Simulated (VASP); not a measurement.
A run of VASP 6.6.1 is set up as follows.

Contents of POSCAR:

```
SrO
1.0
    0.0000000000      2.5698000000      2.5055550000
    2.5698000000      0.0000000000      2.5055550000
    2.5698000000      2.5698000000      0.0000000000
Sr O
1 1
Direct
    0.0000000000      0.0000000000      0.0000000000
    0.5000000000      0.5000000000      0.5000000000
```

Contents of INCAR.step1:

```
SYSTEM = SrO
PREC     = Accurate       ! precision mode
ENCUT    = 520            ! plane-wave cutoff, eV
ISMEAR   = 0              ! smearing method
SIGMA    = 0.05           ! smearing width, eV
LREAL    = .FALSE.        ! projectors in reciprocal space
LASPH    = .TRUE.         ! aspherical terms in the spheres
NELM     = 60             ! most SCF steps
NBANDS   = 15             ! bands
GGA      = PE             ! functional
ALGO     = Normal         ! electronic algorithm
EDIFF    = 1E-4           ! SCF threshold, eV
LWAVE    = .TRUE.         ! write WAVECAR
LCHARG   = .FALSE.        ! write CHGCAR
```

INCAR.step2

```
SYSTEM = SrO
PREC     = Accurate       ! precision mode
ENCUT    = 520            ! plane-wave cutoff, eV
EDIFF    = 1E-6           ! SCF threshold, eV
ISMEAR   = 0              ! smearing method
SIGMA    = 0.05           ! smearing width, eV
LREAL    = .FALSE.        ! projectors in reciprocal space
LASPH    = .TRUE.         ! aspherical terms in the spheres
NELM     = 60             ! most SCF steps
ALGO     = Normal         ! electronic algorithm
ISIF     = 2              ! what is computed and relaxed
LWAVE    = .FALSE.        ! write WAVECAR
LCHARG   = .FALSE.        ! write CHGCAR
METAGGA  = R2SCAN         ! meta-GGA
LMIXTAU  = .TRUE.       
NBANDS   = 15             ! bands
ISTART   = 1
```

The input KPOINTS:

```
Automatic mesh
0
G
  8 8 8
  0 0 0
```

Potentials or basis: VASP PAW PBE potentials, release 64 (Sr_sv, O).

Launch:

```bash
$ cat potpaw_PBE.64/Sr_sv/POTCAR potpaw_PBE.64/O/POTCAR > POTCAR
$ cp INCAR.step1 INCAR
$ mpirun -np 1 vasp_std > vasp.out
$ cp INCAR.step2 INCAR
$ mpirun -np 1 vasp_std > vasp.out
```

Q: What does it give for the pressure?

A: 4.6 GPa.

Q: What does it give for the band gap on the k mesh?

A: 3.59 eV, indirect (least direct gap 3.75 eV).

Stress tensor (GPa, compression positive):
```
3.03 0.00 0.00
0.00 3.03 0.00
0.00 0.00 7.61
```

Caveat: the cell differs from its parent crystal (strain +0.000 along x and y, -0.025 along z); the PAW data sets were made with another functional, which shifts forces and pressure a little. A k mesh can miss the band edges.
